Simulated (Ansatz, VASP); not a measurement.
**Two plane-wave programs on Ni**

Contents of INCAR:

```
  PREC = Accurate
  ENCUT = 520
  EDIFF = 1E-6
  ISMEAR = -1
  SIGMA = 0.05
  LREAL = False
  LASPH = True
  NELM = 150
  ALGO = Normal
  ISIF = 2
  LWAVE = False
  LCHARG = False
  ISPIN = 2
  MAGMOM = 0.715 0.715 0.724 0.724
  LORBIT = 11
  LMAXMIX = 4
  GGA = RP
  NBANDS = 32
```

KPOINTS

```
Automatic mesh
0
Gamma
  19 19 5
```

File POSCAR:

```
Ni
1.0
    2.5126292021      0.0000000000      0.0000000000
   -1.2563146011      2.1760007193      0.0000000000
    0.0000000000      0.0000000000      8.2233462377
Ni
4
Direct
    0.0000000000      1.0000000000      1.0000000000
    0.0000000000      1.0000000000      0.5000000000
    0.3333333333      0.6666666667      0.2500000000
    0.6666666667      0.3333333333      0.7500000000
```

Input for Ansatz:

```yaml
crystal:
  lattice:
    - [2.5126292021, 0.0, 0.0]
    - [-1.2563146011, 2.1760007193, 0.0]
    - [0.0, 0.0, 8.2233462377]
  atoms:
    - { symbol: Ni, position: [0.0, 1.0, 1.0], spin: 0.715 }
    - { symbol: Ni, position: [0.0, 1.0, 0.5], spin: 0.715 }
    - { symbol: Ni, position: [0.3333333333, 0.6666666667, 0.25], spin: 0.724 }
    - { symbol: Ni, position: [0.6666666667, 0.3333333333, 0.75], spin: 0.724 }
hamiltonian:
  xc: rpbe
  pseudopotentials:
    kind: paw
    azcp:
      Ni: "pseudopotentials/Ni.paw.azcp"
basis:
  ecutwfc: 420
  fft_grid_basis: typed
kpoints:
  mp_grid: { grid: [19, 19, 5], shift: [0, 0, 0] }
magnetization:
  spin_polarized: true
scf:
  occupations: { method: fermi_dirac, width: 0.05 }
output:
  write_density: true
  write_potential: true
  elf: true
  volumetric_format: npy
```

Alike in both runs: task single point; functional RPBE; k mesh 19 × 19 × 5; occupations fermi-dirac, width 0.05 eV; collinear spin.

|  | VASP | Ansatz |
| --- | --- | --- |
| version | VASP 6.6.1 | Ansatz 0.2.0 |
| potentials or method | VASP PAW PBE potentials, release 64 (Ni), cutoff 520 eV | plane waves (420 eV) with PAW, scalar-relativistic |
| valence electrons in the cell | 40 | 72 |

|  | VASP | Ansatz | Ansatz less VASP |
| --- | --- | --- | --- |
| net moment per atom (μB) | 0.65 | 0.66 | +0.014 |
| size of the moment on the site where the two differ most (μB) | 0.66 | 0.70 | +0.043 |

VASP's potentials were made for PBE, not for RPBE. Site moments also hang on the region over which each program counts them. The functional is the same, so the differences come from potentials, cutoffs and numerics. VASP's potentials hold 40 valence electrons a cell and Ansatz's 72, so a difference there can come from the potentials and not from the codes.
